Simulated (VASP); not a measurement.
Crystal: HfO2.

```
Hf O
1.0
     5.21946    0.00000    0.00000
     0.00000    5.00476    0.00000
     0.00000    0.00000    5.03269
Hf O
4 8
Direct
  0.96699 0.73252 0.74144
  0.53301 0.73252 0.24144
  0.46699 0.26748 0.74144
  0.03301 0.26748 0.24144
  0.63213 0.92865 0.87927
  0.86787 0.92865 0.37927
  0.23395 0.53988 0.49229
  0.26605 0.53988 0.99229
  0.76605 0.46012 0.99229
  0.73395 0.46012 0.49229
  0.13213 0.07135 0.87927
  0.36787 0.07135 0.37927
```

* Program: VASP 6.6.1
* Task: relaxation of cell and atoms
* Functional: PBEsol
* Potentials or basis: VASP PAW PBE potentials, release 64 (Hf_pv, O)
* Cutoff: 600 eV
* k mesh: 4 × 5 × 4
* Occupations: fermi-dirac, width 0.05 eV
* Spin: no spin polarisation
* Hubbard terms: Hf d U = 6.0 eV

At the start: pressure 17.3 GPa; volume 10.96 Å³/atom.

**Question.** Where does the relaxation end?

**Answer.** Over 26 steps the energy falls by 41.7 meV/atom and the volume is 11.68 Å³/atom (+6.6 %); space group Pca2_1 (No. 29, to 0.1 Å) before and after.

The path:
| step | energy change (eV) | largest force (eV/Å) | pressure (GPa) | volume (Å³) |
| --- | --- | --- | --- | --- |
| 1 | 0.0000 | 0.4791 | 17.32 | 131.46 |
| 2 | 0.5780 | 0.6509 | -19.98 | 155.30 |
| 3 | -0.4666 | 0.3043 | -0.71 | 140.43 |
| 4 | -0.4670 | 0.2986 | -0.29 | 140.17 |
| 5 | -0.4669 | 0.2947 | 0.01 | 139.99 |
| 6 | -0.4848 | 0.1854 | 0.22 | 139.98 |
| 7 | -0.4852 | 0.2419 | 0.26 | 139.98 |
| 8 | -0.4940 | 0.1020 | -0.35 | 140.33 |
| 9 | -0.4941 | 0.1026 | -0.40 | 140.36 |
| 10 | -0.4978 | 0.0595 | 0.24 | 139.95 |
| 11 | -0.4979 | 0.0565 | 0.37 | 139.87 |
| 12 | -0.4988 | 0.0492 | -0.29 | 140.23 |
| 13 | -0.4989 | 0.0451 | -0.16 | 140.16 |
| 14 | -0.4994 | 0.0227 | -0.04 | 140.08 |
| 15 | -0.4995 | 0.0186 | 0.01 | 140.04 |
| 16 | -0.4997 | 0.0152 | 0.03 | 140.03 |
| 17 | -0.4998 | 0.0161 | 0.04 | 140.02 |
| 18 | -0.4999 | 0.0143 | -0.06 | 140.09 |
| 19 | -0.5000 | 0.0156 | -0.18 | 140.18 |
| 20 | -0.5001 | 0.0152 | -0.15 | 140.17 |
| 21 | -0.5002 | 0.0145 | -0.04 | 140.12 |
| 22 | -0.5002 | 0.0155 | 0.17 | 140.03 |
| 23 | -0.5002 | 0.0145 | 0.05 | 140.08 |
| 24 | -0.5003 | 0.0106 | 0.04 | 140.09 |
| 25 | -0.5003 | 0.0106 | 0.00 | 140.12 |
| 26 | -0.5003 | 0.0041 | 0.00 | 140.13 |

Final structure:
```
Hf O
1.0
     5.30381    0.00000    0.00000
     0.00000    5.12902    0.00000
     0.00000    0.00000    5.15108
Hf O
4 8
Direct
  0.96729 0.73304 0.73642
  0.53271 0.73304 0.23642
  0.46729 0.26696 0.73642
  0.03271 0.26696 0.23642
  0.63831 0.93015 0.88317
  0.86169 0.93015 0.38317
  0.24135 0.54001 0.49341
  0.25865 0.54001 0.99341
  0.75865 0.45999 0.99341
  0.74135 0.45999 0.49341
  0.13831 0.06985 0.88317
  0.36169 0.06985 0.38317
```

Caveat: the PAW data sets were made with another functional, which shifts forces and pressure a little.
